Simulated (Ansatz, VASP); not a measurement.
**Ta2Mo in VASP and in Ansatz**

```
Ta Mo
1.0
     4.77148    0.00000    0.00000
     0.00000    4.77148    0.00000
     0.00000    0.00000    4.77148
Ta Mo
4 2
Direct
  0.25000 0.25000 0.25000
  0.25000 0.75000 0.75000
  0.75000 0.75000 0.25000
  0.75000 0.25000 0.75000
  0.00000 0.00000 0.00000
  0.50000 0.50000 0.50000
```

Alike in both runs: task relaxation of cell and atoms; functional PBE; k mesh 4 × 4 × 4; occupations gaussian, width 0.1 eV; no spin polarisation.

|  | VASP | Ansatz |
| --- | --- | --- |
| version | VASP 6.6.1 | Ansatz 0.2.0 |
| potentials or method | VASP PAW PBE potentials, release 64 (Ta_pv, Mo_sv), cutoff 600 eV | scalar-relativistic, plane waves, PAW |
| valence electrons in the cell | 72 | 80 |

|  | VASP | Ansatz | Ansatz less VASP |
| --- | --- | --- | --- |
| gap on the k mesh at the Fermi level, each at its own relaxed structure (eV) | none | none | - |
| relaxed volume (Å³/atom) | 26.31 | 26.18 | -0.133 |
| relaxed length of the cell vector where the two differ most in proportion (Å) | 5.405 | 5.396 | -0.0091 |

A gap of «none» marks a metal or a gap that the smearing closes. VASP's potentials hold 72 valence electrons a cell and Ansatz's 80, so a difference there can come from the potentials and not from the codes.

Neither program's run includes spin-orbit coupling. Noted on VASP's run: the volume moved by over 15 % at a fixed basis, so the end points are rough.
